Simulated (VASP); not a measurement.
Input of a VASP 6.6.1 run:

INCAR

```
PREC = Accurate
ENCUT = 520
EDIFF = 1E-7
ISMEAR = 0
SIGMA = 0.02
LREAL = False
LASPH = True
NELM = 80
ALGO = Normal
ISIF = 2
LWAVE = False
LCHARG = False
GGA = PE
NBANDS = 16
```

File KPOINTS:

```
Automatic mesh
0
Gamma
  12 12 6
```

File POSCAR:

```
MgO
1.0
    3.5274238381      0.0000000000      0.0000000000
   -1.7637119190      3.0548386538      0.0000000000
    0.0000000000      0.0000000000      4.2493319053
Mg O
2 2
Direct
    0.3333333333      0.6666666667     -0.0476945176
    0.6666666667      0.3333333333      0.4523054824
    0.3333333333      0.6666666667      0.4522945076
    0.6666666667      0.3333333333      0.9522945076
```

Potentials or basis: VASP PAW PBE potentials, release 64 (Mg, O).

The run is started by

```bash
$ cat potpaw_PBE.64/Mg/POTCAR potpaw_PBE.64/O/POTCAR > POTCAR
$ mpirun -np 1 vasp_std > vasp.out
```

Task: Estimate the band gap on the k mesh.

Result: 3.23 eV.

Task: Predict the pressure.

Result: -1.3 GPa.

Stress tensor (GPa, compression positive):
```
-1.20  0.00  0.00
 0.00 -1.20  0.00
 0.00  0.00 -1.49
```

A k mesh can miss the band edges.
